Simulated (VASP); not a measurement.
# Zn (P6_3/mmc) in VASP: notebook

The runs below take Zn through single point, with PBE.

Everything below comes from runs of VASP 6.6.1. Logs are shortened: lines on timing, memory, paths and dates and some standing lists are left out, and cuts for length are marked.

**1. The cell of the first run**

Symmetry: P6_3/mmc, No. 194, hexagonal system. The conventional cell has a = 2.563 Å, b = 2.563 Å, c = 4.132 Å, α = 90.00°, β = 90.00°, γ = 120.00°. Within 3.4 Å of Zn (site symmetry -6m2) lie 12 Zn at 2.54 to 2.56 Å.

**2. Single point, PBE (Ti replaced by Zn, lengths x 0.857, strained)**

INCAR

```
  PREC = Accurate
  ENCUT = 520
  EDIFF = 1E-6
  ISMEAR = 0
  SIGMA = 0.1
  LREAL = False
  LASPH = True
  NELM = 60
  ALGO = Normal
  ISIF = 2
  LWAVE = False
  LCHARG = True
  GGA = PE
  LELF = True
  LVHAR = True
  NBANDS = 19
```

KPOINTS

```
regular mesh
0
Gamma
  18 18 10
```

POSCAR

```
Zn
1.0
    2.5632671534      0.0000000000      0.0000000000
   -1.2816335767      2.2198544715      0.0000000000
    0.0000000000      0.0000000000      4.1319613335
Zn
2
Direct
    0.3333333333      0.6666666667      0.2500000000
    0.6666666667      0.3333333333      0.7500000000
```

Potentials or basis: VASP PAW PBE potentials, release 64 (Zn).

Started as:

```bash
$ cat potpaw_PBE.64/Zn/POTCAR > POTCAR
$ mpirun -np 1 vasp_std > vasp.out
```

OUTCAR:

```text
PREC = Accurate
   ENCUT = 520
   EDIFF = 1E-6
   ISMEAR = 0
   LREAL = False
   LASPH = True
   NELM = 60
   ISIF = 2
   GGA = PE

 ion  position               nearest neighbor table
   1  0.333  0.667  0.250-   2 2.54   2 2.54   2 2.54   2 2.54   2 2.54   2 2.54
   2  0.667  0.333  0.750-   1 2.54   1 2.54   1 2.54   1 2.54   1 2.54   1 2.54

  LATTYP: Found a hexagonal cell.
 ALAT       =     2.5632671534
 C/A-ratio  =     1.6119901228

  Lattice vectors:

 A1 = (   2.5632671534,   0.0000000000,   0.0000000000)
 A2 = (  -1.2816335767,   2.2198544715,   0.0000000000)
 A3 = (   0.0000000000,   0.0000000000,   4.1319613335)

Analysis of symmetry for initial positions (statically):
=====================================================================
 Subroutine PRICEL returns:
 Original cell was already a primitive cell.

 Routine SETGRP: Setting up the symmetry group for a
 hexagonal supercell.

 Subroutine GETGRP returns: Found 24 space group operations
 (whereof 12 operations were pure point group operations)
 out of a pool of 24 trial point group operations.

The static configuration has the point symmetry D_3d.
 The point group associated with its full space group is D_6h.

Analysis of symmetry for dynamics (positions and initial velocities):
=====================================================================
 Subroutine PRICEL returns:
 Original cell was already a primitive cell.

 Routine SETGRP: Setting up the symmetry group for a
 hexagonal supercell.

 Subroutine GETGRP returns: Found 24 space group operations
 (whereof 12 operations were pure point group operations)
 out of a pool of 24 trial point group operations.

The dynamic configuration has the point symmetry D_3d.
 The point group associated with its full space group is D_6h.

 Subroutine INISYM returns: Found 24 space group operations
 (whereof 12 operations are pure point group operations),
 and found     1 'primitive' translations

----------------------------------------------------------------------------------------

                                     Primitive cell

  volume of cell :      23.5112

  direct lattice vectors                    reciprocal lattice vectors
     2.563267153  0.000000000  0.000000000     0.390127107  0.225239990  0.000000000
    -1.281633577  2.219854472  0.000000000     0.000000000  0.450479981  0.000000000
     0.000000000  0.000000000  4.131961333     0.000000000  0.000000000  0.242015817

  length of vectors
     2.563267153  2.563267153  4.131961333     0.450479981  0.450479981  0.242015817

  position of ions in fractional coordinates (direct lattice)
     0.333333333  0.666666667  0.250000000
     0.666666667  0.333333333  0.750000000

  ion indices of the primitive-cell ions
   primitive index   ion index
                 1           1
                 2           2

----------------------------------------------------------------------------------------

 KPOINTS: regular mesh

Automatic generation of k-mesh.
 Grid dimensions read from file:
 generate k-points for:   18   18   10

 Generating k-lattice:

  Cartesian coordinates                     Fractional coordinates (reciprocal lattice)
     0.021673728  0.012513333  0.000000000     0.055555556  0.000000000  0.000000000
     0.000000000  0.025026666  0.000000000     0.000000000  0.055555556  0.000000000
     0.000000000  0.000000000  0.024201582     0.000000000  0.000000000  0.100000000

  Length of vectors
     0.025026666  0.025026666  0.024201582

  Shift w.r.t. Gamma in fractional coordinates (k-lattice)
     0.000000000  0.000000000  0.000000000

 Subroutine IBZKPT returns following result:
 ===========================================

 Found    222 irreducible k-points:

 Following reciprocal coordinates:
            Coordinates               Weight
  0.000000  0.000000  0.000000      1.000000
  0.055556 -0.000000  0.000000      6.000000
  0.111111 -0.000000  0.000000      6.000000
  0.166667  0.000000  0.000000      6.000000
  0.222222  0.000000  0.000000      6.000000
  0.277778 -0.000000  0.000000      6.000000
[... 16 lines left out ...]
  0.333333  0.111111  0.000000     12.000000
  0.388889  0.111111  0.000000     12.000000
 [... further k-points ...]
   k-points           NKPTS =    222   k-points in BZ     NKDIM =    222   number of bands    NBANDS=     19
   number of dos      NEDOS =    301   number of ions     NIONS =      2
   total plane-waves  NPLWV =  12800
   dimension x,y,z NGX =    20 NGY =   20 NGZ =   32
   dimension x,y,z NGXF=    40 NGYF=   40 NGZF=   64
   ions per type =               2
   NGX,Y,Z   is equivalent  to a cutoff of  12.97, 12.97, 12.87 a.u.
   NGXF,Y,Z  is equivalent  to a cutoff of  25.94, 25.94, 25.75 a.u.
 SYSTEM =  unknown system
   PREC   = accura    normal or accurate (medium, high low for compatibility)
   ISTART =      0    job   : 0-new  1-cont  2-samecut
   ICHARG =      2    charge: 1-file 2-atom 10-const
   ISPIN  =      1    spin polarized calculation?
   LNONCOLLINEAR =      F non collinear calculations
   LSORBIT =      F    spin-orbit coupling
   LASPH  =      T    aspherical Exc in radial PAW
   ENCUT  =  520.0 eV  38.22 Ry    6.18 a.u.   4.77  4.77  7.68*2*pi/ulx,y,z
   NELM   =     60;   NELMIN=  2; NELMDL= -5     # of ELM steps
   EDIFF  = 0.1E-05   stopping-criterion for ELM
   LREAL  =      F    real-space projection
   EDIFFG = 0.1E-04   stopping-criterion for IOM
   NSW    =      0    number of steps for IOM
   IBRION =     -1    ionic relax: 0-MD 1-quasi-New 2-CG
   NFREE  =      0    steps in history (QN), initial steepest desc. (CG)
   ISIF   =      2    stress and relaxation
   ISYM   =      2    0-nonsym 1-usesym 2-fastsym
   POTIM  = 0.5000    time-step for ionic-motion
   TEBEG  =    0.0;   TEEND  =   0.0 temperature during run
   PSTRESS=    0.0 pullay stress
   NELECT =      24.0000    total number of electrons
   NUPDOWN=      -1.0000    fix difference up-down
   EMIN   =  10.00;   EMAX   =-10.00  energy-range for DOS
   EFERMI =   0.00;   METHOD = LEGACY
   ISMEAR =     0;   SIGMA  =   0.10  broadening in eV -4-tet -1-fermi 0-gaus
   EFERMI_NEDOS =   21; number of points for ismear=-14 and -15
   IALGO  =     38    algorithm
   IMIX   =      4    mixing-type and parameters
     AMIX     =   0.40;   BMIX     =  1.00
     AMIX_MAG =   1.60;   BMIX_MAG =  1.00
  volume/ion in A,a.u.               =      11.76        79.33
  Fermi-wavevector in a.u.,A,eV,Ry     =   1.648366  3.114960 36.968542  2.717111
  Thomas-Fermi vector in A             =   2.737668
   LORBIT       =      0    0 simple, 1 ext, 2 COOP (PROOUT), +10 PAW based schemes
   GGA     = PE    functional components
   LHFCALC =     F    Hartree Fock is set to
   AEXX    =    0.0000 exact exchange contribution
   IVDW    =     0    specifies the selected vdW correction
   LEPSILON=     F    determine dielectric tensor
   LRPA    =     F    only Hartree local field effects (RPA)
 non-spin polarized calculation
 Gauss-broadening in eV      SIGMA  =   0.10
  energy-cutoff  :      520.00
  volume of cell :       23.51
 maximum number of plane-waves:       651
 NGX is ok and might be reduce to    20
   NGX =  9   NGY =  9   NGZ = 15

 number of electron      23.9999975 magnetization

 Free energy of the ion-electron system (eV)
  ---------------------------------------------------
  ext. energy  EPLUGINS =         0.00000000
  ---------------------------------------------------
  free energy    TOTEN  =        -1.66679800 eV

  energy without entropy =       -1.66472506  energy(sigma->0) =       -1.66576153

 E-fermi :   5.6374     XC(G=0): -12.9833

 val. band max:        5.6290808842   @ k =   0.2222   0.2222   0.1000
 cond. band min:       5.6661878295   @ k =   0.1111  -0.0000   0.1000
 fundamental gap:      0.0371069453
 Fermi energy:         5.6374286164

 k-point     1 :       0.0000    0.0000    0.0000
  band No.  band energies     occupation
      1      -7.4601      2.00000
      2      -4.5506      2.00000
      3      -3.2858      2.00000
      4      -3.2611      2.00000
      5      -3.2611      2.00000
      6      -3.1098      2.00000
[... 11 lines left out ...]
     18      24.9341      0.00000
     19      26.5829      0.00000

 k-point     2 :       0.0556   -0.0000    0.0000
  band No.  band energies     occupation
      1      -7.3618      2.00000
      2      -4.5104      2.00000
      3      -3.3434      2.00000
      4      -3.2335      2.00000
      5      -3.2068      2.00000
      6      -3.1199      2.00000
[... 11 lines left out ...]
     18      26.6341      0.00000
     19      27.4669      0.00000

 k-point     3 :       0.1111   -0.0000    0.0000
  band No.  band energies     occupation
      1      -7.0707      2.00000
      2      -4.4004      2.00000
      3      -3.4206      2.00000
      4      -3.1672      2.00000
      5      -3.1530      2.00000
      6      -3.1107      2.00000
[... 11 lines left out ...]
     18      26.9110      0.00000
     19      27.8625      0.00000

 k-point     4 :       0.1667    0.0000    0.0000
  band No.  band energies     occupation
      1      -6.5993      2.00000
      2      -4.2554      2.00000
      3      -3.4950      2.00000
      4      -3.2200      2.00000
      5      -3.2002      2.00000
      6      -3.0599      2.00000
[... 11 lines left out ...]
     18      24.6109      0.00000
     19      27.8235      0.00000

 k-point     5 :       0.2222    0.0000    0.0000
  band No.  band energies     occupation
      1      -5.9797      2.00000
      2      -4.1427      2.00000
      3      -3.5240      2.00000
      4      -3.4588      2.00000
      5      -3.2236      2.00000
      6      -3.1302      2.00000
[... 11 lines left out ...]
     18      22.3408      0.00000
     19      26.7509      0.00000
[... 334 lines left out ...]
      2      -4.0279      2.00000
      3      -3.7236      2.00000
      4      -3.6074      2.00000
      5      -3.2786      2.00000
      6      -3.1849      2.00000
[... 11 lines left out ...]
     18      22.3768      0.00000
     19      22.7429      0.00000

 k-point    22 :       0.2778    0.1111    0.0000
  band No.  band energies     occupation
      1      -4.5225      2.00000
      2      -4.0884      2.00000
      3      -3.8970      2.00000
      4      -3.4514      2.00000
      5      -3.3245      2.00000
      6      -3.1231      2.00000
[... 11 lines left out ...]
     18      21.7346      0.00000
     19      22.0184      0.00000

 k-point    23 :       0.3333    0.1111    0.0000
  band No.  band energies     occupation
      1      -4.2737      2.00000
      2      -4.1592      2.00000
      3      -4.0243      2.00000
      4      -3.3538      2.00000
      5      -3.2190      2.00000
      6      -3.0964      2.00000
[... 11 lines left out ...]
     18      21.2749      0.00000
     19      21.4801      0.00000

 k-point    24 :       0.3889    0.1111    0.0000
  band No.  band energies     occupation
      1      -4.2370      2.00000
      2      -4.1751      2.00000
      3      -4.1017      2.00000
      4      -3.3679      2.00000
      5      -3.1410      2.00000
      6      -3.0505      2.00000
[... 11 lines left out ...]
     18      20.9984      0.00000
     19      21.1483      0.00000

 [... further k-points ...]
[... 5 lines left out ...]
  --------------------------------------------------------------------------------------
  -------------------------------------------------------------------------------------
  Total        4.7047527      4.7047527      5.2387429     -0.0000000      0.0000000      0.0000000
  in kB      320.6068221    320.6068221    356.9957492     -0.0000000      0.0000000      0.0000000
  external PRESSURE =     332.7364645 kB  Pullay stress =       0.0000000 kB

 VOLUME and BASIS-vectors are now :
 -----------------------------------------------------------------------------
  energy-cutoff  :      520.00
  volume of cell :       23.51
      direct lattice vectors                 reciprocal lattice vectors
     2.563267153  0.000000000  0.000000000     0.390127107  0.225239990  0.000000000
    -1.281633577  2.219854472  0.000000000     0.000000000  0.450479981  0.000000000
     0.000000000  0.000000000  4.131961333     0.000000000  0.000000000  0.242015817

 POSITION                                       TOTAL-FORCE (eV/Angst)
 -----------------------------------------------------------------------------------
     -0.00000      1.47990      1.03299        -0.000000      0.000000      0.000000
      1.28163      0.73995      3.09897         0.000000     -0.000000      0.000000
 -----------------------------------------------------------------------------------
    total drift:                               -0.000000      0.000000      0.000000

  FREE ENERGIE OF THE ION-ELECTRON SYSTEM (eV)
  ---------------------------------------------------
  free  energy   TOTEN  =        -1.6667980026 eV

  energy  without entropy=       -1.6647250574  energy(sigma->0) =       -1.66576153
```

It took 30 s on 1 thread of Intel Xeon 6975P-C (Granite Rapids), shared host; peak memory 0.2 GiB.

Results:

```
Free energy            : -1.6668 eV
Pressure               : 33.3 GPa
Band gap on the k mesh : zero (band 12 reaches 7.25 eV, above the bottom of band 13 at 4.33 eV)
```

Caveat: the cell differs from its parent crystal (Ti replaced by Zn, lengths x 0.857, strained).

**3. Single point, PBE (Ti replaced by Zn, lengths x 0.857, strained)**

INCAR

```
ALGO = Normal
EDIFF = 1E-6
ENCUT = 520
GGA = PE
ISIF = 2
ISMEAR = 0
LASPH = T
LCHARG = F
LREAL = F
LWAVE = F
NBANDS = 19
NELM = 100
PREC = Accurate
SIGMA = 0.1
```

KPOINTS

```
k-points
0
Gamma
  21 21 10
```

POSCAR

```
Zn
1.0
    2.3899373741      0.0000000000      0.0000000000
   -1.1949686871      2.0697464794      0.0000000000
    0.0000000000      0.0000000000      4.1579995611
Zn
2
Direct
    0.3333333333      0.6666666667      0.2500000000
    0.6666666667      0.3333333333      0.7500000000
```

Potentials or basis: VASP PAW PBE potentials, release 64 (Zn).

Started as:

```bash
$ cat potpaw_PBE.64/Zn/POTCAR > POTCAR
$ mpirun -np 1 vasp_std > vasp.out
```

OUTCAR:

```text
EDIFF = 1E-6
   ENCUT = 520
   GGA = PE
   ISIF = 2
   ISMEAR = 0
   LASPH = T
   LREAL = F
   NELM = 100
   PREC = Accurate

 ion  position               nearest neighbor table
   1  0.333  0.667  0.250-   2 2.50   2 2.50   2 2.50   2 2.50   2 2.50   2 2.50
   2  0.667  0.333  0.750-   1 2.50   1 2.50   1 2.50   1 2.50   1 2.50   1 2.50

  LATTYP: Found a hexagonal cell.
 ALAT       =     2.3899373741
 C/A-ratio  =     1.7397943587

  Lattice vectors:

 A1 = (   2.3899373741,   0.0000000000,   0.0000000000)
 A2 = (  -1.1949686871,   2.0697464794,   0.0000000000)
 A3 = (   0.0000000000,   0.0000000000,   4.1579995611)

Analysis of symmetry for initial positions (statically):
=====================================================================
 Subroutine PRICEL returns:
 Original cell was already a primitive cell.

 Routine SETGRP: Setting up the symmetry group for a
 hexagonal supercell.

 Subroutine GETGRP returns: Found 24 space group operations
 (whereof 12 operations were pure point group operations)
 out of a pool of 24 trial point group operations.
[... 155 lines left out ...]

 number of electron      23.9999985 magnetization

 Free energy of the ion-electron system (eV)
  ---------------------------------------------------
  ext. energy  EPLUGINS =         0.00000000
  ---------------------------------------------------
  free energy    TOTEN  =        -0.69246780 eV

  energy without entropy =       -0.69053547  energy(sigma->0) =       -0.69150163

 E-fermi :   6.7030     XC(G=0): -13.7736

 val. band max:        6.6746430525   @ k =   0.3333   0.2857   0.3000
 cond. band min:       6.7096912971   @ k =   0.2857   0.0476   0.0000
 fundamental gap:      0.0350482446
 Fermi energy:         6.7030440731

 k-point     1 :       0.0000    0.0000    0.0000
  band No.  band energies     occupation
      1      -7.5137      2.00000
      2      -4.2907      2.00000
      3      -2.7939      2.00000
      4      -2.5174      2.00000
      5      -2.5174      2.00000
      6      -2.3720      2.00000
[... 505 lines left out ...]
      6      -2.3445      2.00000
[... 11 lines left out ...]
     18      26.5159      0.00000
     19      27.3424      0.00000

 [... further k-points ...]
[... 5 lines left out ...]
  --------------------------------------------------------------------------------------
  -------------------------------------------------------------------------------------
  Total       10.2858235     10.2858235      8.2402202     -0.0000000      0.0000000      0.0000000
  in kB      801.2379973    801.2379973    641.8910021     -0.0000000      0.0000000      0.0000000
  external PRESSURE =     748.1223322 kB  Pullay stress =       0.0000000 kB

 VOLUME and BASIS-vectors are now :
 -----------------------------------------------------------------------------
  energy-cutoff  :      520.00
  volume of cell :       20.57
      direct lattice vectors                 reciprocal lattice vectors
     2.389937374  0.000000000  0.000000000     0.418421006  0.241575480  0.000000000
    -1.194968687  2.069746479  0.000000000     0.000000000  0.483150961  0.000000000
     0.000000000  0.000000000  4.157999561     0.000000000  0.000000000  0.240500266

 POSITION                                       TOTAL-FORCE (eV/Angst)
 -----------------------------------------------------------------------------------
     -0.00000      1.37983      1.03950         0.000000     -0.000000      0.000000
      1.19497      0.68992      3.11850        -0.000000      0.000000      0.000000
 -----------------------------------------------------------------------------------
    total drift:                               -0.000000      0.000000      0.000000

  FREE ENERGIE OF THE ION-ELECTRON SYSTEM (eV)
  ---------------------------------------------------
  free  energy   TOTEN  =        -0.6924677950 eV

  energy  without entropy=       -0.6905354720  energy(sigma->0) =       -0.69150163
```

OSZICAR:

```text
N       E                     dE             d eps       ncg     rms          rms(c)
DAV:   1     0.109304786971E+03    0.10930E+03   -0.12241E+04 11968   0.223E+03
DAV:   2     0.351902149931E+01   -0.10579E+03   -0.10193E+03 11000   0.305E+02
DAV:   3    -0.113517535348E+01   -0.46542E+01   -0.46313E+01 12012   0.690E+01
DAV:   4    -0.115568689226E+01   -0.20512E-01   -0.20507E-01 11953   0.461E+00
DAV:   5    -0.115570234500E+01   -0.15453E-04   -0.15453E-04 11913   0.116E-01    0.104E+01
DAV:   6    -0.742939488679E+00    0.41276E+00   -0.10435E+00 12167   0.260E+01    0.640E+00
DAV:   7    -0.703700384839E+00    0.39239E-01   -0.40442E-02 12498   0.338E+00    0.267E+00
DAV:   8    -0.692482616410E+00    0.11218E-01   -0.16110E-03 15467   0.113E+00    0.476E-02
DAV:   9    -0.692466952697E+00    0.15664E-04   -0.22144E-04 14369   0.168E-01    0.231E-02
DAV:  10    -0.692468167610E+00   -0.12149E-05   -0.15185E-05 12147   0.412E-02    0.328E-03
DAV:  11    -0.692467795002E+00    0.37261E-06   -0.28925E-07  6937   0.452E-03
   1 F= -.69246780E+00 E0= -.69150163E+00  d E =-.193232E-02
```

It took 31 s on 1 thread of Intel Xeon 6975P-C (Granite Rapids), shared host; peak memory 0.2 GiB.

What came out:

```
Free energy            : -0.6925 eV
Pressure               : 74.8 GPa
Band gap on the k mesh : zero (band 12 reaches 8.45 eV, above the bottom of band 13 at 4.98 eV)
```

Stress tensor (GPa, compression positive):
```
80.12  0.00  0.00
 0.00 80.12  0.00
 0.00  0.00 64.19
```

Levels at points of the mesh, in eV from the Fermi level:
```csv
k point,band 9,band 10,band 11,band 12,band 13,band 14,band 15,band 16
"(0.00, 0.00, 0.00)",-8.62,-8.06,-8.06,-5.64,-1.73,20.18,21.15,21.44
"(0.00, 0.00, 0.50)",-8.26,-8.26,-8.26,-8.26,7.62,7.62,21.95,21.95
```

Caveat: the cell differs from its parent crystal (Ti replaced by Zn, lengths x 0.857, strained).
